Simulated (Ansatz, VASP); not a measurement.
# Two plane-wave programs on ZrS

```
Zr S
1.0
     0.00000    2.61246    2.69084
     2.61246    0.00000    2.69084
     2.61246    2.61246    0.00000
Zr S
1 1
Direct
  0.00000 0.00000 0.00000
  0.50000 0.50000 0.50000
```

Change from the starting cell: strain +0.000 along x and y, +0.030 along z, atoms carried along.

Alike in both runs: task single point; functional r2SCAN; k mesh 20 × 20 × 20; occupations gaussian, width 0.15 eV; no spin polarisation.

|  | VASP | Ansatz |
| --- | --- | --- |
| version | VASP 6.6.1 | Ansatz 0.2.0 |
| potentials or method | VASP PAW PBE potentials, release 64 (Zr_sv, S), cutoff 520 eV | scalar-relativistic, plane waves, PAW |
| valence electrons in the cell | 18 | 18 |

|  | VASP | Ansatz | Ansatz less VASP |
| --- | --- | --- | --- |
| gap on the k mesh at the Fermi level (eV) | none | none | - |
| pressure (GPa) | -3.6 | -3.6 | +0.01 |
| traceless stress, the component that is largest in VASP (GPa) | -4.46 | -4.45 | +0.009 |

VASP's potentials were made for PBE, not for r2SCAN. A gap of «none» marks a metal or a gap that the smearing closes.
